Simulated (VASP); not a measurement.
HC2, 24 atoms in the cell. The cell holds a slab with vacuum, 24 atoms: a = 5.049 Å, b = 5.049 Å, c = 16.776 Å, α = 90.00°, β = 90.00°, γ = 60.00°. 

- Program: VASP 6.6.1
- Task: single point
- Functional: PBEsol
- Potentials or basis: VASP PAW PBE potentials, release 64 (H, C)
- Cutoff: 520 eV
- k mesh: 3 × 3 × 1
- Occupations: fermi-dirac, width 0.02 eV
- Spin: no spin polarisation
- Dipole correction: no
- Further INCAR settings: LREAL = Auto; ALGO = Normal; EDIFF = 1e-06; NBANDS = 54

Potentials or basis: VASP PAW PBE potentials, release 64 (H, C).

The run is started by

```sh
$ cat potpaw_PBE.64/H/POTCAR potpaw_PBE.64/C/POTCAR > POTCAR
$ mpirun -np 1 vasp_std > vasp.out
```

Hardware: 1 thread of Intel Xeon 8259CL (shared host).

Question: How long does it take, and how much memory?

Answer: Wall time 6.9 min on 1 thread of Intel Xeon 8259CL (shared host), peak memory 0.48 GiB. Counts: scf iterations 22, k points 5.
